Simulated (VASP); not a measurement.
# Cu (Fd-3m) in VASP: further runs

Cu is run at these levels: PBEsol; tasks: single point, relaxation of cell and atoms.

All numbers are computed with VASP 6.6.1; they aren't measurements. Logs are shortened: lines on timing, memory, paths and dates and some standing lists are left out, and cuts for length are marked.

## Step 1: The cell of the first run

It takes space group Fd-3m (No. 227, cubic). Conventional cell: a = 5.230 Å, b = 5.230 Å, c = 5.230 Å, α = 90.00°, β = 90.00°, γ = 90.00°. Cu (site symmetry -43m) has 4 Cu at 2.26 Å within 3.0 Å.

This isn't the form of Cu at room conditions, which is fcc.

## Step 2: Single point, PBEsol

The input, INCAR:

```
SYSTEM = Cu
  PREC = Accurate
  ENCUT = 600
  EDIFF = 1E-6
  ISMEAR = 0
  SIGMA = 0.05
  LREAL = .FALSE.
  LASPH = .TRUE.
  NELM = 120
  ALGO = Normal
  ISIF = 2
  LWAVE = .FALSE.
  LCHARG = .FALSE.
  GGA = PS
  NBANDS = 18
  GGA_COMPAT = .FALSE.
```

The input, KPOINTS:

```
Automatic mesh
0
G
  9 9 9
  0 0 0
```

The input, POSCAR:

```
Cu
1.0
    0.0000000000      2.6149929452      2.6149929452
    2.6149929452      0.0000000000      2.6149929452
    2.6149929452      2.6149929452      0.0000000000
Cu
2
Direct
    1.0000000000      1.0000000000      1.0000000000
    0.2500000000      0.2500000000      0.2500000000
```

Potentials or basis: VASP PAW PBE potentials, release 64 (Cu).

Command:

```bash
> cat potpaw_PBE.64/Cu/POTCAR > POTCAR
> mpirun -np 1 vasp_std > vasp.out
```

OUTCAR:

```text
SYSTEM = Cu
   PREC = Accurate
   ENCUT = 600
   EDIFF = 1E-6
   ISMEAR = 0
   LREAL = .FALSE.
   LASPH = .TRUE.
   NELM = 120
   ISIF = 2
   GGA = PS

 ion  position               nearest neighbor table
   1  0.000  0.000  0.000-   2 2.26   2 2.26   2 2.26   2 2.26
   2  0.250  0.250  0.250-   1 2.26   1 2.26   1 2.26   1 2.26

  LATTYP: Found a face centered cubic cell.
 ALAT       =     5.2299858904

  Lattice vectors:

 A1 = (   0.0000000000,   2.6149929452,   2.6149929452)
 A2 = (   2.6149929452,   0.0000000000,   2.6149929452)
 A3 = (   2.6149929452,   2.6149929452,   0.0000000000)

Analysis of symmetry for initial positions (statically):
=====================================================================
 Subroutine PRICEL returns:
 Original cell was already a primitive cell.

 Routine SETGRP: Setting up the symmetry group for a
 face centered cubic supercell.

 Subroutine GETGRP returns: Found 48 space group operations
 (whereof 24 operations were pure point group operations)
 out of a pool of 48 trial point group operations.

The static configuration has the point symmetry T_d .
 The point group associated with its full space group is O_h .

Analysis of symmetry for dynamics (positions and initial velocities):
=====================================================================
 Subroutine PRICEL returns:
 Original cell was already a primitive cell.

 Routine SETGRP: Setting up the symmetry group for a
 face centered cubic supercell.

 Subroutine GETGRP returns: Found 48 space group operations
 (whereof 24 operations were pure point group operations)
 out of a pool of 48 trial point group operations.

The dynamic configuration has the point symmetry T_d .
 The point group associated with its full space group is O_h .

 Subroutine INISYM returns: Found 48 space group operations
 (whereof 24 operations are pure point group operations),
 and found     1 'primitive' translations

----------------------------------------------------------------------------------------

                                     Primitive cell

  volume of cell :      35.7636

  direct lattice vectors                    reciprocal lattice vectors
     0.000000000  2.614992945  2.614992945    -0.191205105  0.191205105  0.191205105
     2.614992945  0.000000000  2.614992945     0.191205105 -0.191205105  0.191205105
     2.614992945  2.614992945  0.000000000     0.191205105  0.191205105 -0.191205105

  length of vectors
     3.698158489  3.698158489  3.698158489     0.331176956  0.331176956  0.331176956

[... 79 lines left out ...]
   NELM   =    120;   NELMIN=  2; NELMDL= -5     # of ELM steps
   EDIFF  = 0.1E-05   stopping-criterion for ELM
   LREAL  =      F    real-space projection
   EDIFFG = 0.1E-04   stopping-criterion for IOM
   NSW    =      0    number of steps for IOM
   IBRION =     -1    ionic relax: 0-MD 1-quasi-New 2-CG
   NFREE  =      0    steps in history (QN), initial steepest desc. (CG)
   ISIF   =      2    stress and relaxation
   ISYM   =      2    0-nonsym 1-usesym 2-fastsym
   POTIM  = 0.5000    time-step for ionic-motion
   TEBEG  =    0.0;   TEEND  =   0.0 temperature during run
   PSTRESS=    0.0 pullay stress
   NELECT =      22.0000    total number of electrons
   NUPDOWN=      -1.0000    fix difference up-down
   EMIN   =  10.00;   EMAX   =-10.00  energy-range for DOS
   EFERMI =   0.00;   METHOD = LEGACY
   ISMEAR =     0;   SIGMA  =   0.05  broadening in eV -4-tet -1-fermi 0-gaus
   EFERMI_NEDOS =   21; number of points for ismear=-14 and -15
   IALGO  =     38    algorithm
   IMIX   =      4    mixing-type and parameters
     AMIX     =   0.40;   BMIX     =  1.00
     AMIX_MAG =   1.60;   BMIX_MAG =  1.00
  volume/ion in A,a.u.               =      17.88       120.67
  Fermi-wavevector in a.u.,A,eV,Ry     =   1.392308  2.631080 26.375173  1.938521
  Thomas-Fermi vector in A             =   2.516063
   LORBIT       =      0    0 simple, 1 ext, 2 COOP (PROOUT), +10 PAW based schemes
   GGA     = PS    functional components
   LHFCALC =     F    Hartree Fock is set to
   AEXX    =    0.0000 exact exchange contribution
   IVDW    =     0    specifies the selected vdW correction
   LEPSILON=     F    determine dielectric tensor
   LRPA    =     F    only Hartree local field effects (RPA)
 non-spin polarized calculation
 Gauss-broadening in eV      SIGMA  =   0.05
  energy-cutoff  :      600.00
  volume of cell :       35.76
 maximum number of plane-waves:      1243
 NGX is ok and might be reduce to    30
   NGX = 15   NGY = 15   NGZ = 15

 number of electron      21.9999975 magnetization

 Free energy of the ion-electron system (eV)
  ---------------------------------------------------
  ext. energy  EPLUGINS =         0.00000000
  ---------------------------------------------------
  free energy    TOTEN  =        -6.24972225 eV

  energy without entropy =       -6.24879013  energy(sigma->0) =       -6.24925619

 E-fermi :   3.0889     XC(G=0): -10.4035

 val. band max:        3.0888831792   @ k =  -0.3333   0.4444   0.2222
 cond. band min:       3.2139453768   @ k =   0.4444   0.0000   0.0000
 fundamental gap:      0.1250621976
 Fermi energy:         3.0889065280

 k-point     1 :       0.0000    0.0000    0.0000
  band No.  band energies     occupation
      1      -3.5071      2.00000
      2      -0.0278      2.00000
      3      -0.0278      2.00000
      4      -0.0278      2.00000
      5      -0.0073      2.00000
      6      -0.0073      2.00000
[... 481 lines left out ...]
      5       0.0418      2.00000
      6       0.5651      2.00000
[... 10 lines left out ...]
     17      23.5828      0.00000
     18      23.5828      0.00000

 [... further k-points ...]

------------------------ aborting loop because EDIFF is reached ----------------------------------------

  FORCE on cell =-STRESS in cart. coord.  units (eV):
  Direction    XX          YY          ZZ          XY          YZ          ZX
  --------------------------------------------------------------------------------------
  -------------------------------------------------------------------------------------
  Total        0.0149932      0.0149932      0.0149932      0.0000000     -0.0000000      0.0000000
  in kB        0.6716834      0.6716834      0.6716834      0.0000000     -0.0000000      0.0000000
  external PRESSURE =       0.6716834 kB  Pullay stress =       0.0000000 kB

 VOLUME and BASIS-vectors are now :
 -----------------------------------------------------------------------------
  energy-cutoff  :      600.00
  volume of cell :       35.76
      direct lattice vectors                 reciprocal lattice vectors
     0.000000000  2.614992945  2.614992945    -0.191205105  0.191205105  0.191205105
     2.614992945  0.000000000  2.614992945     0.191205105 -0.191205105  0.191205105
     2.614992945  2.614992945  0.000000000     0.191205105  0.191205105 -0.191205105

 POSITION                                       TOTAL-FORCE (eV/Angst)
 -----------------------------------------------------------------------------------
      0.00000      0.00000      0.00000         0.000000      0.000000      0.000000
      1.30750      1.30750      1.30750        -0.000000     -0.000000     -0.000000
 -----------------------------------------------------------------------------------
    total drift:                                0.000000      0.000000      0.000000

  FREE ENERGIE OF THE ION-ELECTRON SYSTEM (eV)
  ---------------------------------------------------
  free  energy   TOTEN  =        -6.2497222525 eV

  energy  without entropy=       -6.2487901286  energy(sigma->0) =       -6.24925619
```

OSZICAR:

```text
N       E                     dE             d eps       ncg     rms          rms(c)
DAV:   1     0.142064612097E+03    0.14206E+03   -0.11394E+04  1284   0.212E+03
DAV:   2    -0.328903611047E+00   -0.14239E+03   -0.13517E+03  1264   0.291E+02
DAV:   3    -0.765051642016E+01   -0.73216E+01   -0.70845E+01  1426   0.941E+01
DAV:   4    -0.775951052949E+01   -0.10899E+00   -0.10889E+00  1472   0.123E+01
DAV:   5    -0.776147468775E+01   -0.19642E-02   -0.19641E-02  1562   0.145E+00    0.108E+01
DAV:   6    -0.746065026597E+01    0.30082E+00   -0.16813E+01  1522   0.102E+02    0.723E+00
DAV:   7    -0.625982174733E+01    0.12008E+01   -0.40809E+00  1488   0.480E+01    0.431E-01
DAV:   8    -0.625990690514E+01   -0.85158E-04   -0.11697E-01  1862   0.621E+00    0.872E-01
DAV:   9    -0.625009578406E+01    0.98111E-02   -0.40862E-02  1592   0.463E+00    0.165E-01
DAV:  10    -0.624975172644E+01    0.34406E-03   -0.13513E-03  1734   0.761E-01    0.444E-02
DAV:  11    -0.624972219129E+01    0.29535E-04   -0.87952E-05  1952   0.176E-01    0.391E-03
DAV:  12    -0.624972225245E+01   -0.61162E-07   -0.47813E-06  1294   0.400E-02
   1 F= -.62497223E+01 E0= -.62492562E+01  d E =-.932124E-03
```

stdout:

```text
POSCAR found type information on POSCAR Cu
 POSCAR found :  1 types and       2 ions
 scaLAPACK will be used
 -----------------------------------------------------------------------------
|                                                                             |
|                                                                             |
|     You enforced a specific xc type in the INCAR file but a different       |
|     I HOPE YOU KNOW WHAT YOU ARE DOING!                                     |
|                                                                             |
 -----------------------------------------------------------------------------

 LDA part: xc-table for (Slater+PW92), standard interpolation
 POSCAR, INCAR and KPOINTS ok, starting setup
 FFT: planning ... GRIDC
 FFT: planning ... GRID_SOFT
 FFT: planning ... GRID
 WAVECAR not read
 entering main loop
```

Run time: 20 s. Hardware: 1 thread of Intel Xeon 6975P-C (Granite Rapids), shared host; peak memory 0.17 GiB.

Results:

```
Free energy            : -6.2497 eV
Pressure               : 0.1 GPa
Band gap on the k mesh : zero (bands 11 and 12 overlap by 0.68 eV)
```

Caveat: the PAW data sets were made with another functional, which shifts forces and pressure a little.

## Step 3: Relaxation of cell and atoms, PBEsol

This run uses another cell than the first one, of 15.35 Å³/atom.

The input, INCAR:

```
SYSTEM = Cu
PREC = Accurate ; ENCUT = 600
EDIFF = 1E-7 ; ISMEAR = 0
SIGMA = 0.05 ; LREAL = .FALSE.
LASPH = .TRUE. ; NELM = 120
ALGO = Normal ; ISIF = 3
LWAVE = .FALSE. ; LCHARG = .FALSE.
GGA = PS ; IBRION = 2
NSW = 80 ; EDIFFG = -0.02
GGA_COMPAT = .FALSE. ; NELMIN = 4
```

The input, KPOINTS:

```
regular mesh
0
G
  9 9 9
  0 0 0
```

The input, POSCAR:

```
Cu
1.0
    0.0000000000      2.4850000000      2.4850000000
    2.4850000000      0.0000000000      2.4850000000
    2.4850000000      2.4850000000      0.0000000000
Cu
2
Direct
    1.0000000000      1.0000000000      1.0000000000
    0.2500000000      0.2500000000      0.2500000000
```

Potentials or basis: VASP PAW PBE potentials, release 64 (Cu).

Command:

```bash
> cat potpaw_PBE.64/Cu/POTCAR > POTCAR
> mpirun -np 1 vasp_std > vasp.out
```

It took 38 s on 1 thread of Intel Xeon 6975P-C (Granite Rapids), shared host; peak memory 0.16 GiB.

Results (log left out):

```
Free energy                           : -6.2496 eV
Relaxed volume                        : 17.96 Å³/atom
Relaxed cell                          : a = 3.703 Å, b = 3.703 Å, c = 3.703 Å, α = 60.00°, β = 60.00°, γ = 60.00°
Space group after relaxing (to 0.1 Å) : Fd-3m (No. 227)
Energy gained by relaxing             : 110.6 meV/atom
Ionic steps                           : 3
Pressure after relaxing               : 0.1 GPa
Band gap on the k mesh                : zero (bands 11 and 12 overlap by 0.68 eV)
```

Step by step:
```tsv
step	energy change (eV)	largest force (eV/Å)	pressure (GPa)	volume (Å³)
1	0.0000	0.0000	15.65	30.69
2	-0.2028	0.0000	-3.01	37.84
3	-0.2212	0.0000	0.11	35.92
```

Final structure:
```
CELL_PARAMETERS angstrom
0.00000 2.61870 2.61870
2.61870 0.00000 2.61870
2.61870 2.61870 0.00000
ATOMIC_POSITIONS crystal
Cu 0.00000 0.00000 0.00000
Cu 0.25000 0.25000 0.25000
```

Levels at points of the mesh, in eV from the Fermi level:
```
           k point  band 8  band 9  band 10  band 11  band 12  band 13  band 14  band 15
(0.00, 0.00, 0.00)   -1.91   -1.91    -1.19    -1.19    10.23    10.23    10.23    11.08
```

Caveat: the volume moved by over 15 % at a fixed basis, so the end points are rough; the PAW data sets were made with another functional, which shifts forces and pressure a little.
